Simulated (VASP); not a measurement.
# BaAg2As2 (I4/mmm) in VASP: single point with r2SCAN+rVV10

Aim: the single point of BaAg2As2 with r2SCAN+rVV10.

Everything below comes from runs of VASP 6.6.1. Logs are shortened: lines on timing, memory, paths and dates and some standing lists are left out, and cuts for length are marked.

### Step 1. The cell of the first run

It takes space group I4/mmm (No. 139, tetragonal). The conventional cell has a = 4.603 Å, b = 4.603 Å, c = 10.867 Å, α = 90.00°, β = 90.00°, γ = 90.00°. Ba (site symmetry 4/mmm) has 10 As at 3.49 to 4.18 Å and 8 Ag at 3.56 Å and 4 Ba at 4.60 Å within 4.7 Å. Within 3.6 Å of Ag (site symmetry -4m2) lie 4 As at 2.72 Å and 4 Ag at 3.25 Å and 4 Ba at 3.56 Å. Within 3.3 Å of As (site symmetry 4mm) lie 1 As at 2.52 Å and 4 Ag at 2.72 Å.

### Step 2. Single point, r2SCAN+rVV10

POSCAR reads:

```
BaAg2As2
1.0
   -2.3012500000      2.3012500000      5.4336000000
    2.3012500000     -2.3012500000      5.4336000000
    2.3012500000      2.3012500000     -5.4336000000
Ba Ag As
1 2 2
Direct
    0.0000000000      0.0000000000      0.0000000000
    0.7500000000      0.2500000000      0.5000000000
    0.2500000000      0.7500000000      0.5000000000
    0.3842000000      0.3842000000      0.0000000000
    0.6158000000      0.6158000000      0.0000000000
```

INCAR.step1 reads:

```
SYSTEM = BaAg2As2
PREC = Accurate ; ENCUT = 520
ISMEAR = 0 ; SIGMA = 0.1
LREAL = .FALSE. ; LASPH = .TRUE.
NELM = 100 ; NBANDS = 29
GGA = PE ; ALGO = Normal
EDIFF = 1E-4 ; LWAVE = .TRUE.
LCHARG = .FALSE.
```

INCAR.step2 reads:

```
SYSTEM = BaAg2As2
PREC = Accurate ; ENCUT = 520
EDIFF = 1E-7 ; ISMEAR = 0
SIGMA = 0.1 ; LREAL = .FALSE.
LASPH = .TRUE. ; NELM = 100
ALGO = Normal ; ISIF = 2
LWAVE = .FALSE. ; LCHARG = .TRUE.
METAGGA = R2SCAN ; LMIXTAU = .TRUE.
LUSE_VDW = .TRUE. ; IVDW_NL = 2
BPARAM = 11.95 ; CPARAM = 0.0093
LELF = .TRUE. ; LVHAR = .TRUE.
NBANDS = 29 ; ISTART = 1
```

KPOINTS reads:

```
regular mesh
0
G
  6 6 6
  0 0 0
```

Potentials or basis: VASP PAW PBE potentials, release 64 (Ba_sv, Ag, As).

The run is started by

```bash
$ cat potpaw_PBE.64/Ba_sv/POTCAR potpaw_PBE.64/Ag/POTCAR potpaw_PBE.64/As/POTCAR > POTCAR
$ cp INCAR.step1 INCAR
$ mpirun -np 1 vasp_std > vasp.out
$ cp INCAR.step2 INCAR
$ mpirun -np 1 vasp_std > vasp.out
```

OUTCAR:

```text
SYSTEM = BaAg2As2
   PREC = Accurate
   ENCUT = 520
   EDIFF = 1E-7
   ISMEAR = 0
   LREAL = .FALSE.
   LASPH = .TRUE.
   NELM = 100
   ISIF = 2
   METAGGA = R2SCAN
   IVDW_NL = 2
   BPARAM = 11.95
   ISTART = 1

 ion  position               nearest neighbor table
   1  0.000  0.000  0.000-   5 3.49   5 3.49   5 3.49   4 3.49   5 3.49   4 3.49   4 3.49   4 3.49
                             2 3.56   3 3.56   2 3.56   3 3.56   2 3.56   2 3.56   3 3.56   3 3.56
   2  0.750  0.250  0.500-   4 2.72   5 2.72   4 2.72   5 2.72   3 3.25   3 3.25   3 3.25   3 3.25
                             1 3.56   1 3.56   1 3.56   1 3.56
   3  0.250  0.750  0.500-   4 2.72   5 2.72   4 2.72   5 2.72   2 3.25   2 3.25   2 3.25   2 3.25
                             1 3.56   1 3.56   1 3.56   1 3.56
   4  0.384  0.384  0.000-   5 2.52   3 2.72   2 2.72   3 2.72   2 2.72   1 3.49   1 3.49   1 3.49
                             1 3.49
   5  0.616  0.616  0.000-   4 2.52   2 2.72   3 2.72   2 2.72   3 2.72   1 3.49   1 3.49   1 3.49
                             1 3.49

  LATTYP: Found a body centered tetragonal cell.
 ALAT       =     4.6025000000
 C/A-ratio  =     2.3611515481

  Lattice vectors:

 A1 = (  -2.3012500000,   2.3012500000,   5.4336000000)
 A2 = (   2.3012500000,  -2.3012500000,   5.4336000000)
 A3 = (   2.3012500000,   2.3012500000,  -5.4336000000)

Analysis of symmetry for initial positions (statically):
=====================================================================
 Subroutine PRICEL returns:
 Original cell was already a primitive cell.

 Routine SETGRP: Setting up the symmetry group for a
 body centered tetragonal supercell.

 Subroutine GETGRP returns: Found 16 space group operations
 (whereof 16 operations were pure point group operations)
 out of a pool of 16 trial point group operations.

The static configuration has the point symmetry D_4h.

Analysis of symmetry for dynamics (positions and initial velocities):
=====================================================================
 Subroutine PRICEL returns:
 Original cell was already a primitive cell.

 Routine SETGRP: Setting up the symmetry group for a
 body centered tetragonal supercell.

 Subroutine GETGRP returns: Found 16 space group operations
 (whereof 16 operations were pure point group operations)
 out of a pool of 16 trial point group operations.

The dynamic configuration has the point symmetry D_4h.

 Subroutine INISYM returns: Found 16 space group operations
 (whereof 16 operations are pure point group operations),
 and found     1 'primitive' translations

----------------------------------------------------------------------------------------

                                     Primitive cell

  volume of cell :     115.1000

  direct lattice vectors                    reciprocal lattice vectors
    -2.301250000  2.301250000  5.433600000     0.000000000  0.217273221  0.092020024
     2.301250000 -2.301250000  5.433600000     0.217273221  0.000000000  0.092020024
     2.301250000  2.301250000 -5.433600000     0.217273221  0.217273221  0.000000000

  length of vectors
     6.333680769  6.333680769  6.333680769     0.235956219  0.235956219  0.307270736

  position of ions in fractional coordinates (direct lattice)
     0.000000000  0.000000000  0.000000000
     0.750000000  0.250000000  0.500000000
     0.250000000  0.750000000  0.500000000
     0.384200000  0.384200000  0.000000000
     0.615800000  0.615800000  0.000000000

  ion indices of the primitive-cell ions
   primitive index   ion index
                 1           1
                 2           2
                 3           3
                 4           4
                 5           5

----------------------------------------------------------------------------------------

 KPOINTS: regular mesh

Automatic generation of k-mesh.
 Grid dimensions read from file:
 generate k-points for:    6    6    6

 Generating k-lattice:

  Cartesian coordinates                     Fractional coordinates (reciprocal lattice)
     0.000000000  0.036212204  0.015336671     0.166666667  0.000000000 -0.000000000
     0.036212204  0.000000000  0.015336671     0.000000000  0.166666667 -0.000000000
     0.036212204  0.036212204  0.000000000     0.000000000  0.000000000  0.166666667

  Length of vectors
     0.039326037  0.039326037  0.051211789

  Shift w.r.t. Gamma in fractional coordinates (k-lattice)
     0.000000000  0.000000000  0.000000000

 Subroutine IBZKPT returns following result:
 ===========================================

 Found     30 irreducible k-points:

 Following reciprocal coordinates:
            Coordinates               Weight
  0.000000  0.000000  0.000000      1.000000
  0.166667 -0.000000  0.000000      8.000000
  0.333333  0.000000 -0.000000      8.000000
  0.500000  0.000000 -0.000000      4.000000
  0.166667  0.166667  0.000000      8.000000
  0.333333  0.166667 -0.000000     16.000000
[... 16 lines left out ...]
 -0.333333 -0.333333  0.166667      8.000000
 -0.166667 -0.333333  0.166667      8.000000
 [... further k-points ...]
   k-points           NKPTS =     30   k-points in BZ     NKDIM =     30   number of bands    NBANDS=     29
   number of dos      NEDOS =    301   number of ions     NIONS =      5
   total plane-waves  NPLWV = 110592
   dimension x,y,z NGX =    48 NGY =   48 NGZ =   48
   dimension x,y,z NGXF=    96 NGYF=   96 NGZF=   96
   ions per type =               1   2   2
   NGX,Y,Z   is equivalent  to a cutoff of  12.60, 12.60, 12.60 a.u.
   NGXF,Y,Z  is equivalent  to a cutoff of  25.20, 25.20, 25.20 a.u.
 SYSTEM =  BaAg2As2
   PREC   = accura    normal or accurate (medium, high low for compatibility)
   ISTART =      1    job   : 0-new  1-cont  2-samecut
   ICHARG =      0    charge: 1-file 2-atom 10-const
   ISPIN  =      1    spin polarized calculation?
   LNONCOLLINEAR =      F non collinear calculations
   LSORBIT =      F    spin-orbit coupling
   LASPH  =      T    aspherical Exc in radial PAW
   ENCUT  =  520.0 eV  38.22 Ry    6.18 a.u.  11.78 11.78 11.78*2*pi/ulx,y,z
   NELM   =    100;   NELMIN=  2; NELMDL=  0     # of ELM steps
   EDIFF  = 0.1E-06   stopping-criterion for ELM
   LREAL  =      F    real-space projection
   EDIFFG = 0.1E-05   stopping-criterion for IOM
   NSW    =      0    number of steps for IOM
   IBRION =     -1    ionic relax: 0-MD 1-quasi-New 2-CG
   NFREE  =      0    steps in history (QN), initial steepest desc. (CG)
   ISIF   =      2    stress and relaxation
   ISYM   =      2    0-nonsym 1-usesym 2-fastsym
   POTIM  = 0.5000    time-step for ionic-motion
   TEBEG  =    0.0;   TEEND  =   0.0 temperature during run
   PSTRESS=    0.0 pullay stress
   NELECT =      42.0000    total number of electrons
   NUPDOWN=      -1.0000    fix difference up-down
   EMIN   =  10.00;   EMAX   =-10.00  energy-range for DOS
   EFERMI =   0.00;   METHOD = LEGACY
   ISMEAR =     0;   SIGMA  =   0.10  broadening in eV -4-tet -1-fermi 0-gaus
   EFERMI_NEDOS =   21; number of points for ismear=-14 and -15
   IALGO  =     38    algorithm
   IMIX   =      4    mixing-type and parameters
     AMIX     =   0.40;   BMIX     =  1.00
     AMIX_MAG =   1.60;   BMIX_MAG =  1.00
  volume/ion in A,a.u.               =      23.02       155.35
  Fermi-wavevector in a.u.,A,eV,Ry     =   1.169857  2.210709 18.620468  1.368566
  Thomas-Fermi vector in A             =   2.306324
   LORBIT       =      0    0 simple, 1 ext, 2 COOP (PROOUT), +10 PAW based schemes
   METAGGA = R2SCAN    functional components
   LHFCALC =     F    Hartree Fock is set to
   AEXX    =    0.0000 exact exchange contribution
   IVDW_NL    =     2    kernel type
   BPARAM     =11.9500
   IVDW    =     0    specifies the selected vdW correction
   LEPSILON=     F    determine dielectric tensor
   LRPA    =     F    only Hartree local field effects (RPA)
 non-spin polarized calculation
 Gauss-broadening in eV      SIGMA  =   0.10
  energy-cutoff  :      520.00
  volume of cell :      115.10
 maximum number of plane-waves:      3132
   NGX = 23   NGY = 23   NGZ = 23

 number of electron      41.9999999 magnetization

 Free energy of the ion-electron system (eV)
  ---------------------------------------------------
  ext. energy  EPLUGINS =         0.00000000
  ---------------------------------------------------
  free energy    TOTEN  =      -100.28002215 eV

  energy without entropy =     -100.27136170  energy(sigma->0) =     -100.27569193

 E-fermi :   5.9400     XC(G=0): -10.9378

 val. band max:        5.9114731162   @ k =  -0.1667  -0.1667   0.1667
 cond. band min:       5.9459403873   @ k =   0.3333   0.1667   0.1667
 fundamental gap:      0.0344672711
 Fermi energy:         5.9399997027

 k-point     1 :       0.0000    0.0000    0.0000
  band No.  band energies     occupation
      1     -23.2717      2.00000
      2      -8.2491      2.00000
      3      -8.0786      2.00000
      4      -8.0786      2.00000
      5      -7.2909      2.00000
      6      -4.7013      2.00000
[... 21 lines left out ...]
     28      11.1736      0.00000
     29      11.3863      0.00000

 k-point     2 :       0.1667   -0.0000    0.0000
  band No.  band energies     occupation
      1     -23.2683      2.00000
      2      -8.3512      2.00000
      3      -8.2369      2.00000
      4      -8.0655      2.00000
      5      -6.9437      2.00000
      6      -4.7611      2.00000
[... 21 lines left out ...]
     28      10.3000      0.00000
     29      10.7021      0.00000

 k-point     3 :       0.3333    0.0000   -0.0000
  band No.  band energies     occupation
      1     -23.2615      2.00000
      2      -8.6596      2.00000
      3      -8.2220      2.00000
      4      -8.0392      2.00000
      5      -6.4580      2.00000
      6      -4.9004      2.00000
[... 638 lines left out ...]
      5      -6.6430      2.00000
      6      -5.0246      2.00000
[... 21 lines left out ...]
     28      10.1694      0.00000
     29      10.2328      0.00000

 k-point    24 :      -0.1667   -0.3333    0.1667
  band No.  band energies     occupation
      1     -23.2678      2.00000
      2      -8.3733      2.00000
      3      -8.2594      2.00000
      4      -8.0638      2.00000
      5      -6.8282      2.00000
      6      -4.9493      2.00000
[... 21 lines left out ...]
     28       9.9872      0.00000
     29      10.1381      0.00000

 [... further k-points ...]

------------------------ aborting loop because EDIFF is reached ----------------------------------------

  FORCE on cell =-STRESS in cart. coord.  units (eV):
  Direction    XX          YY          ZZ          XY          YZ          ZX
  --------------------------------------------------------------------------------------
  -------------------------------------------------------------------------------------
  Total        0.1704812      0.1704812      1.3586973      0.0000000      0.0000000      0.0000000
  in kB        2.3730769      2.3730769     18.9128957      0.0000000      0.0000000      0.0000000
  external PRESSURE =       7.8863499 kB  Pullay stress =       0.0000000 kB

 VOLUME and BASIS-vectors are now :
 -----------------------------------------------------------------------------
  energy-cutoff  :      520.00
  volume of cell :      115.10
      direct lattice vectors                 reciprocal lattice vectors
    -2.301250000  2.301250000  5.433600000     0.000000000  0.217273221  0.092020024
     2.301250000 -2.301250000  5.433600000     0.217273221  0.000000000  0.092020024
     2.301250000  2.301250000 -5.433600000     0.217273221  0.217273221  0.000000000

 POSITION                                       TOTAL-FORCE (eV/Angst)
 -----------------------------------------------------------------------------------
      0.00000      0.00000      0.00000         0.000000      0.000000      0.000000
     -0.00000      2.30125      2.71680         0.000000      0.000000      0.000000
      2.30125     -0.00000      2.71680         0.000000      0.000000      0.000000
      0.00000      0.00000      4.17518         0.000000      0.000000     -0.231857
      0.00000      0.00000      6.69202        -0.000000     -0.000000      0.231857
 -----------------------------------------------------------------------------------
    total drift:                                0.000000     -0.000000      0.000000

  FREE ENERGIE OF THE ION-ELECTRON SYSTEM (eV)
  ---------------------------------------------------
  free  energy   TOTEN  =      -100.2800221499 eV

  energy  without entropy=     -100.2713617027  energy(sigma->0) =     -100.27569193
```

It took 9.1 min on 1 thread of AMD EPYC 9R45 (Zen 5), shared host; peak memory 0.77 GiB.

Results:

```yaml
Free_energy: -100.2800 eV
Pressure: 0.8 GPa
Largest_force: 0.232 eV/Å
Band_gap_on_the_k_mesh: zero (bands 21 and 22 overlap by 0.40 eV)
```

Forces in eV/Å, atoms in the order of the input:
```
Ba   0.000  0.000  0.000
Ag   0.000  0.000  0.000
Ag   0.000  0.000  0.000
As   0.000  0.000 -0.232
As   0.000  0.000  0.232
```

Caveat: the PAW data sets were made with another functional, which shifts forces and pressure a little; spin-orbit coupling is left out, which moves the levels of the heavy elements.
